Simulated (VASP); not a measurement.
# GaPtC4N4 (P4/mmm) in VASP: relaxation of cell and atoms with PBE

Aim: the relaxation of cell and atoms of GaPtC4N4 with PBE.

Program: VASP 6.6.1. These are calculated values, not measurements. Logs are shortened: lines on timing, memory, paths and dates and some standing lists are left out, and cuts for length are marked.

## 1. The cell of the first run

Symmetry: P4/mmm, No. 123, tetragonal system. The conventional cell has a = 7.175 Å, b = 7.175 Å, c = 3.750 Å, α = 90.00°, β = 90.00°, γ = 90.00°. Ga (site symmetry 4/mmm) has 4 C at 1.90 Å within 2.5 Å. Pt (site symmetry 4/mmm) has 4 N at 2.01 Å within 2.7 Å. C (site symmetry m2m) has 1 N at 1.17 Å within 1.6 Å. N (site symmetry m2m) has 1 C at 1.17 Å within 1.6 Å.

## 2. Relaxation of cell and atoms, PBE

File INCAR:

```
SYSTEM = GaPtC4N4
  PREC = Accurate
  ENCUT = 600
  EDIFF = 1E-6
  ISMEAR = 0
  SIGMA = 0.1
  LREAL = .FALSE.
  LASPH = .TRUE.
  NELM = 100
  ALGO = Normal
  ISIF = 3
  LWAVE = .FALSE.
  LCHARG = .FALSE.
  GGA = PE
  IBRION = 2
  NSW = 90
  EDIFFG = -0.04
```

File KPOINTS:

```
Automatic mesh
0
G
  4 4 4
  0 0 0
```

File POSCAR:

```
GaPtC4N4
1.0
    7.1750125100      0.0000000000      0.0000000000
    0.0000000000      7.1750125100      0.0000000000
    0.0000000000      0.0000000000      3.7496379300
Ga Pt C N
1 1 4 4
Direct
    0.0000000000      0.0000000000      0.0000000000
    0.5000000000      0.5000000000      0.0000000000
    0.1868532600      0.8131467400      0.0000000000
    0.8131467400      0.1868532600      0.0000000000
    0.1868532600      0.1868532600      0.0000000000
    0.8131467400      0.8131467400      0.0000000000
    0.3021582700      0.6978417300      0.0000000000
    0.6978417300      0.3021582700      0.0000000000
    0.3021582700      0.3021582700      0.0000000000
    0.6978417300      0.6978417300      0.0000000000
```

Potentials or basis: VASP PAW PBE potentials, release 64 (Ga_d, Pt, C, N).

On the command line:

```
cat potpaw_PBE.64/Ga_d/POTCAR potpaw_PBE.64/Pt/POTCAR potpaw_PBE.64/C/POTCAR potpaw_PBE.64/N/POTCAR > POTCAR
mpirun -np 1 vasp_std > vasp.out
```

OUTCAR:

```text
SYSTEM = GaPtC4N4
   PREC = Accurate
   ENCUT = 600
   EDIFF = 1E-6
   ISMEAR = 0
   LREAL = .FALSE.
   LASPH = .TRUE.
   NELM = 100
   ISIF = 3
   GGA = PE
   IBRION = 2
   NSW = 90
   EDIFFG = -0.04

 ion  position               nearest neighbor table
   1  0.000  0.000  0.000-   3 1.90   4 1.90   5 1.90   6 1.90
   2  0.500  0.500  0.000-   7 2.01   8 2.01   9 2.01  10 2.01
   3  0.187  0.813  0.000-   7 1.17   1 1.90
   4  0.813  0.187  0.000-   8 1.17   1 1.90
   5  0.187  0.187  0.000-   9 1.17   1 1.90
   6  0.813  0.813  0.000-  10 1.17   1 1.90
   7  0.302  0.698  0.000-   3 1.17   2 2.01
   8  0.698  0.302  0.000-   4 1.17   2 2.01
   9  0.302  0.302  0.000-   5 1.17   2 2.01
  10  0.698  0.698  0.000-   6 1.17   2 2.01

  LATTYP: Found a simple tetragonal cell.
 ALAT       =     7.1750125100
 C/A-ratio  =     0.5225967097

  Lattice vectors:

 A1 = (   7.1750125100,   0.0000000000,   0.0000000000)
 A2 = (   0.0000000000,   7.1750125100,   0.0000000000)
 A3 = (   0.0000000000,   0.0000000000,   3.7496379300)

Analysis of symmetry for initial positions (statically):
=====================================================================
 Subroutine PRICEL returns:
 Original cell was already a primitive cell.

 Routine SETGRP: Setting up the symmetry group for a
 simple tetragonal supercell.

 Subroutine GETGRP returns: Found 16 space group operations
 (whereof 16 operations were pure point group operations)
 out of a pool of 16 trial point group operations.

The static configuration has the point symmetry D_4h.

Analysis of symmetry for dynamics (positions and initial velocities):
=====================================================================
 Subroutine PRICEL returns:
 Original cell was already a primitive cell.

 Routine SETGRP: Setting up the symmetry group for a
 simple tetragonal supercell.

 Subroutine GETGRP returns: Found 16 space group operations
 (whereof 16 operations were pure point group operations)
 out of a pool of 16 trial point group operations.

The dynamic configuration has the point symmetry D_4h.

 Subroutine INISYM returns: Found 16 space group operations
 (whereof 16 operations are pure point group operations),
 and found     1 'primitive' translations

----------------------------------------------------------------------------------------

                                     Primitive cell

  volume of cell :     193.0344

  direct lattice vectors                    reciprocal lattice vectors
     7.175012510  0.000000000  0.000000000     0.139372579  0.000000000  0.000000000
     0.000000000  7.175012510  0.000000000     0.000000000  0.139372579  0.000000000
     0.000000000  0.000000000  3.749637930     0.000000000  0.000000000  0.266692416

  length of vectors
     7.175012510  7.175012510  3.749637930     0.139372579  0.139372579  0.266692416

  position of ions in fractional coordinates (direct lattice)
     0.000000000  0.000000000  0.000000000
     0.500000000  0.500000000  0.000000000
     0.186853260  0.813146740  0.000000000
     0.813146740  0.186853260  0.000000000
     0.186853260  0.186853260  0.000000000
     0.813146740  0.813146740  0.000000000
     0.302158270  0.697841730  0.000000000
     0.697841730  0.302158270  0.000000000
     0.302158270  0.302158270  0.000000000
     0.697841730  0.697841730  0.000000000

  ion indices of the primitive-cell ions
   primitive index   ion index
                 1           1
                 2           2
                 3           3
                 4           4
                 5           5
                 6           6
                 7           7
                 8           8
                 9           9
                10          10

----------------------------------------------------------------------------------------

 KPOINTS: Automatic mesh

Automatic generation of k-mesh.
 Grid dimensions read from file:
 generate k-points for:    4    4    4

 Generating k-lattice:

  Cartesian coordinates                     Fractional coordinates (reciprocal lattice)
     0.034843145  0.000000000  0.000000000     0.250000000  0.000000000  0.000000000
     0.000000000  0.034843145  0.000000000     0.000000000  0.250000000  0.000000000
     0.000000000  0.000000000  0.066673104     0.000000000  0.000000000  0.250000000

  Length of vectors
     0.034843145  0.034843145  0.066673104

  Shift w.r.t. Gamma in fractional coordinates (k-lattice)
     0.000000000  0.000000000  0.000000000

 Subroutine IBZKPT returns following result:
 ===========================================

 Found     18 irreducible k-points:

 Following reciprocal coordinates:
            Coordinates               Weight
  0.000000  0.000000  0.000000      1.000000
  0.250000  0.000000  0.000000      4.000000
  0.500000  0.000000  0.000000      2.000000
  0.250000  0.250000  0.000000      4.000000
  0.500000  0.250000  0.000000      4.000000
  0.500000  0.500000  0.000000      1.000000
[... 10 lines left out ...]
  0.500000  0.250000  0.500000      4.000000
  0.500000  0.500000  0.500000      1.000000
   k-points           NKPTS =     18   k-points in BZ     NKDIM =     18   number of bands    NBANDS=     35
   number of dos      NEDOS =    301   number of ions     NIONS =     10
   total plane-waves  NPLWV = 108000
   dimension x,y,z NGX =    60 NGY =   60 NGZ =   30
   dimension x,y,z NGXF=   120 NGYF=  120 NGZF=   60
   ions per type =               1   1   4   4
   NGX,Y,Z   is equivalent  to a cutoff of  13.90, 13.90, 13.30 a.u.
   NGXF,Y,Z  is equivalent  to a cutoff of  27.80, 27.80, 26.60 a.u.
 SYSTEM =  GaPtC4N4
   PREC   = accura    normal or accurate (medium, high low for compatibility)
   ISTART =      0    job   : 0-new  1-cont  2-samecut
   ICHARG =      2    charge: 1-file 2-atom 10-const
   ISPIN  =      1    spin polarized calculation?
   LNONCOLLINEAR =      F non collinear calculations
   LSORBIT =      F    spin-orbit coupling
   LASPH  =      T    aspherical Exc in radial PAW
   ENCUT  =  600.0 eV  44.10 Ry    6.64 a.u.  14.33 14.33  7.49*2*pi/ulx,y,z
   NELM   =    100;   NELMIN=  2; NELMDL= -5     # of ELM steps
   EDIFF  = 0.1E-05   stopping-criterion for ELM
   LREAL  =      F    real-space projection
   EDIFFG = -.4E-01   stopping-criterion for IOM
   NSW    =     90    number of steps for IOM
   IBRION =      2    ionic relax: 0-MD 1-quasi-New 2-CG
   NFREE  =      1    steps in history (QN), initial steepest desc. (CG)
   ISIF   =      3    stress and relaxation
   ISYM   =      2    0-nonsym 1-usesym 2-fastsym
   POTIM  = 0.5000    time-step for ionic-motion
   TEBEG  =    0.0;   TEEND  =   0.0 temperature during run
   PSTRESS=    0.0 pullay stress
   NELECT =      59.0000    total number of electrons
   NUPDOWN=      -1.0000    fix difference up-down
   EMIN   =  10.00;   EMAX   =-10.00  energy-range for DOS
   EFERMI =   0.00;   METHOD = LEGACY
   ISMEAR =     0;   SIGMA  =   0.10  broadening in eV -4-tet -1-fermi 0-gaus
   EFERMI_NEDOS =   21; number of points for ismear=-14 and -15
   IALGO  =     38    algorithm
   IMIX   =      4    mixing-type and parameters
     AMIX     =   0.40;   BMIX     =  1.00
     AMIX_MAG =   1.60;   BMIX_MAG =  1.00
  volume/ion in A,a.u.               =      19.30       130.27
  Fermi-wavevector in a.u.,A,eV,Ry     =   1.102759  2.083912 16.545738  1.216077
  Thomas-Fermi vector in A             =   2.239207
   LORBIT       =      0    0 simple, 1 ext, 2 COOP (PROOUT), +10 PAW based schemes
   GGA     = PE    functional components
   LHFCALC =     F    Hartree Fock is set to
   AEXX    =    0.0000 exact exchange contribution
   IVDW    =     0    specifies the selected vdW correction
   LEPSILON=     F    determine dielectric tensor
   LRPA    =     F    only Hartree local field effects (RPA)
 conjugate gradient relaxation of ions
 non-spin polarized calculation
 Gauss-broadening in eV      SIGMA  =   0.10
  energy-cutoff  :      600.00
  volume of cell :      193.03
 maximum number of plane-waves:      6488
 NGX is ok and might be reduce to    60
   NGX = 29   NGY = 29   NGZ = 15

--------------------------------------- Ionic step        1  -------------------------------------------

 number of electron      59.0000016 magnetization

 Free energy of the ion-electron system (eV)
  ---------------------------------------------------
  ext. energy  EPLUGINS =         0.00000000
  ---------------------------------------------------
  free energy    TOTEN  =       -73.27025682 eV

  energy without entropy =      -73.25778024  energy(sigma->0) =      -73.26401853

------------------------ aborting loop because EDIFF is reached ----------------------------------------

  FORCE on cell =-STRESS in cart. coord.  units (eV):
  Direction    XX          YY          ZZ          XY          YZ          ZX
  --------------------------------------------------------------------------------------
  -------------------------------------------------------------------------------------
  Total        4.9155079      4.9155079     -0.9032151      0.0000000      0.0000000     -0.0000000
  in kB       40.7985122     40.7985122     -7.4966476      0.0000000      0.0000000     -0.0000000
  external PRESSURE =      24.7001256 kB  Pullay stress =       0.0000000 kB
[... 113 lines left out ...]
  FREE ENERGIE OF THE ION-ELECTRON SYSTEM (eV)
  ---------------------------------------------------
  free  energy   TOTEN  =       -73.8251859617 eV

  energy  without entropy=      -73.8104559480  energy(sigma->0) =      -73.81782095

[... ionic steps 4 to 26 ...]

--------------------------------------- Ionic step       27  -------------------------------------------

 number of electron      58.9999997 magnetization

------------------------ aborting loop because EDIFF is reached ----------------------------------------

  FORCE on cell =-STRESS in cart. coord.  units (eV):
  Direction    XX          YY          ZZ          XY          YZ          ZX
  --------------------------------------------------------------------------------------
  -------------------------------------------------------------------------------------
  Total       -0.4727132     -0.4727132     -0.2315699      0.0000000     -0.0000000     -0.0000000
  in kB       -3.9993962     -3.9993962     -1.9592005      0.0000000     -0.0000000     -0.0000000
  external PRESSURE =      -3.3193309 kB  Pullay stress =       0.0000000 kB
[... 73 lines left out ...]
  energy  without entropy=      -74.0063482346  energy(sigma->0) =      -74.01357967

--------------------------------------- Ionic step       29  -------------------------------------------

 number of electron      58.9999997 magnetization

 Free energy of the ion-electron system (eV)
  ---------------------------------------------------
  ext. energy  EPLUGINS =         0.00000000
  ---------------------------------------------------
  free energy    TOTEN  =       -74.02330634 eV

  energy without entropy =      -74.00889174  energy(sigma->0) =      -74.01609904

 E-fermi :   1.3969     XC(G=0):  -7.7761

 val. band max:        1.3063251107   @ k =   0.2500   0.0000   0.2500
 cond. band min:       1.3979977606   @ k =   0.2500   0.2500   0.2500
 fundamental gap:      0.0916726499
 Fermi energy:         1.3968536999

 k-point     1 :       0.0000    0.0000    0.0000
  band No.  band energies     occupation
      1     -18.2020      2.00000
      2     -17.9279      2.00000
      3     -17.9170      2.00000
      4     -17.9170      2.00000
      5     -14.3669      2.00000
      6     -14.3369      2.00000
[... 710 lines left out ...]
  FREE ENERGIE OF THE ION-ELECTRON SYSTEM (eV)
  ---------------------------------------------------
  free  energy   TOTEN  =       -74.0233063380 eV

  energy  without entropy=      -74.0088917354  energy(sigma->0) =      -74.01609904

 reached required accuracy - stopping structural energy minimisation
```

Run time: 24 min. Hardware: 1 thread of Intel Xeon Platinum 8559C (Emerald Rapids), shared host; peak memory 0.45 GiB.

What came out:

```yaml
Free_energy: -74.0233 eV
Relaxed_volume: 18.71 Å³/atom
Relaxed_cell: a = 7.291 Å, b = 7.291 Å, c = 3.520 Å, α = 90.00°, β = 90.00°, γ = 90.00°
Space_group_after_relaxing_to_0.1_Å: P4/mmm (No. 123)
Energy_gained_by_relaxing: 75.3 meV/atom
Ionic_steps: 29
Pressure_after_relaxing: 0.0 GPa
Largest_force_after_relaxing: 0.039 eV/Å
Band_gap_on_the_k_mesh: zero (an odd number of electrons rules out a gap without spin polarisation)
```

Forces on the atoms (eV/Å):
```
Ga   0.000  0.000  0.000
Pt   0.000  0.000  0.000
C   -0.027  0.027  0.000
C    0.027 -0.027  0.000
C   -0.027 -0.027  0.000
C    0.027  0.027  0.000
N    0.028 -0.028  0.000
N   -0.028  0.028  0.000
N    0.028  0.028  0.000
N   -0.028 -0.028  0.000
```

Step by step:
| step | energy change (eV) | largest force (eV/Å) | pressure (GPa) | volume (Å³) |
| --- | --- | --- | --- | --- |
| 1 | 0.0000 | 2.2537 | 2.47 | 193.03 |
| 2 | -0.5193 | 3.4691 | 0.73 | 201.42 |
| 3 | -0.5549 | 2.9493 | 0.80 | 199.59 |
| 4 | -0.4865 | 2.8583 | -5.72 | 203.48 |
| 5 | -0.6742 | 0.3877 | -2.31 | 201.27 |
| 6 | -0.7055 | 0.2228 | -1.60 | 199.91 |
| 7 | -0.7247 | 0.0456 | -0.41 | 197.86 |
| 8 | -0.7247 | 0.0525 | -0.36 | 197.80 |
| 9 | -0.7260 | 0.0797 | -0.28 | 197.47 |
| 10 | -0.7288 | 0.1956 | 0.00 | 196.49 |
| 11 | -0.7290 | 0.5504 | 0.58 | 194.53 |
| 12 | -0.7298 | 0.3810 | 0.32 | 195.43 |
| 13 | -0.7300 | 0.3727 | 0.31 | 195.38 |
| 14 | -0.7307 | 0.3477 | 0.30 | 195.22 |
| 15 | -0.7320 | 0.2987 | 0.26 | 194.90 |
| 16 | -0.7338 | 0.2000 | 0.20 | 194.26 |
| 17 | -0.7347 | 0.2139 | 0.09 | 192.99 |
| 18 | -0.7348 | 0.1509 | 0.13 | 193.28 |
| 19 | -0.7352 | 0.1521 | 0.11 | 193.24 |
| 20 | -0.7362 | 0.1553 | 0.07 | 193.10 |
| 21 | -0.7382 | 0.1616 | -0.02 | 192.82 |
| 22 | -0.7415 | 0.1753 | -0.20 | 192.27 |
| 23 | -0.7457 | 0.2037 | -0.53 | 191.15 |
| 24 | -0.7439 | 0.2647 | -1.17 | 188.87 |
| 25 | -0.7466 | 0.2238 | -0.76 | 190.33 |
| 26 | -0.7481 | 0.1129 | -0.58 | 189.92 |
| 27 | -0.7488 | 0.2918 | -0.33 | 189.37 |
| 28 | -0.7506 | 0.2284 | -0.24 | 188.81 |
| 29 | -0.7530 | 0.0391 | 0.01 | 187.11 |

Final structure:
```xyz
10
Lattice="7.2911 0.0000 0.0000 0.0000 7.2911 0.0000 0.0000 0.0000 3.5199" Properties=species:S:1:pos:R:3 pbc="T T T"
Ga    0.0000    0.0000    3.5199
Pt    3.6455    3.6455    3.5199
C     1.4390    5.8521    0.0000
C     5.8521    1.4390    3.5199
C     1.4390    1.4390    0.0000
C     5.8521    5.8521    3.5199
N     2.2658    5.0253    0.0000
N     5.0253    2.2658    3.5199
N     2.2658    2.2658    0.0000
N     5.0253    5.0253    3.5199
```

Levels at points of the mesh, in eV from the Fermi level:
| k point | band 27 | band 28 | band 29 | band 30 | band 31 | band 32 |
| --- | --- | --- | --- | --- | --- | --- |
| (0.00, 0.00, 0.00) | -3.59 | -2.68 | -2.68 | 1.62 | 1.68 | 2.10 |
| (0.50, 0.00, 0.00) | -3.11 | -2.81 | -2.63 | 1.47 | 1.90 | 1.91 |
| (0.50, 0.50, 0.00) | -2.91 | -2.68 | -2.68 | 1.07 | 2.07 | 2.19 |
| (0.00, 0.00, 0.50) | -3.24 | -3.24 | -1.74 | -1.73 | 2.19 | 2.53 |
| (0.50, 0.00, 0.50) | -3.12 | -3.02 | -1.71 | -0.73 | 0.73 | 1.87 |
| (0.50, 0.50, 0.50) | -3.24 | -2.84 | -1.67 | -1.27 | 1.30 | 1.57 |

Caveat: the k points lie up to 0.45 Å⁻¹ apart in the final cell, too coarse for converged energies and pressures of a metal; spin-orbit coupling is left out, which moves the levels of the heavy elements.

The gap in the log of VASP goes by the Fermi energy; the results here count the filled bands.